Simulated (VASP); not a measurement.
A run of VASP 6.6.1:

The input INCAR:

```
SYSTEM = SnSe2
PREC = Accurate
ENCUT = 600
EDIFF = 1E-6
ISMEAR = 0
SIGMA = 0.02
LREAL = .False.
LASPH = .True.
NELM = 80
ALGO = Normal
ISIF = 4
LWAVE = .False.
LCHARG = .False.
GGA = PS
IBRION = 2
NSW = 50
EDIFFG = -0.01
```

KPOINTS

```
Automatic mesh
0
Gamma
  12 12 6
  0 0 0
```

POSCAR

```
SnSe2
1.0
    3.8589230520      0.0000000000      0.0000000000
   -1.9294615260      3.3419253943      0.0000000000
    0.0000000000      0.0000000000      6.3837587997
Sn Se
1 2
Direct
    0.0000000000      0.0000000000      0.0000000000
    0.3333333333      0.6666666667      0.2508634499
    0.6666666667      0.3333333333      0.7491365501
```

Potentials or basis: VASP PAW PBE potentials, release 64 (Sn_d, Se).

Run with:

```console
$ cat potpaw_PBE.64/Sn_d/POTCAR potpaw_PBE.64/Se/POTCAR > POTCAR
$ mpirun -np 1 vasp_std > vasp.out
```

Hardware: 1 thread of Oxide Virtual Turin-like Processor (shared host).

Estimate the wall time of this run.

It took 14 min on 1 thread of Oxide Virtual Turin-like Processor (shared host), peak memory 0.32 GiB. Counts: scf iterations 46, k points 100, ion steps 7.
